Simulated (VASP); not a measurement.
Input of a VASP 6.6.1 run:

INCAR

```
ALGO = Normal
EDIFF = 1E-6
ENCUT = 520
GGA = PS
ISIF = 2
ISMEAR = 0
LASPH = True
LCHARG = False
LREAL = False
LWAVE = False
NBANDS = 20
NELM = 80
PREC = Accurate
SIGMA = 0.05
```

Contents of KPOINTS:

```
k-points
0
Gamma
  12 12 2
```

The input POSCAR:

```
WSe2
1.0
    3.3179375931      0.0000000000      0.0000000000
   -1.6589687966      3.0027220648      0.0000000000
    0.0000000000      0.0000000000     16.6581424200
W Se
1 2
Direct
    0.0000000000      0.0000000000      0.0000000000
    0.3333333333      0.6666666667      0.0997865200
    0.3333333333      0.6666666667      0.9002134800
```

Potentials or basis: VASP PAW PBE potentials, release 64 (W_sv, Se).

Launch:

```console
$ cat potpaw_PBE.64/W_sv/POTCAR potpaw_PBE.64/Se/POTCAR > POTCAR
$ mpirun -np 1 vasp_std > vasp.out
```

(1) Predict the band gap on the k mesh.

(2) Predict the largest force.

Results:

(1) 1.31 eV.

(2) 0.527 eV/Å.

Caveat: the cell differs from its parent crystal (strain +0.0450 x Voigt [0, 1, 0, 0, 0, 0]); there is no dipole correction, which matters where the two faces differ; the PAW data sets were made with another functional, which shifts forces and pressure a little; spin-orbit coupling is left out, which moves the levels of the heavy elements.
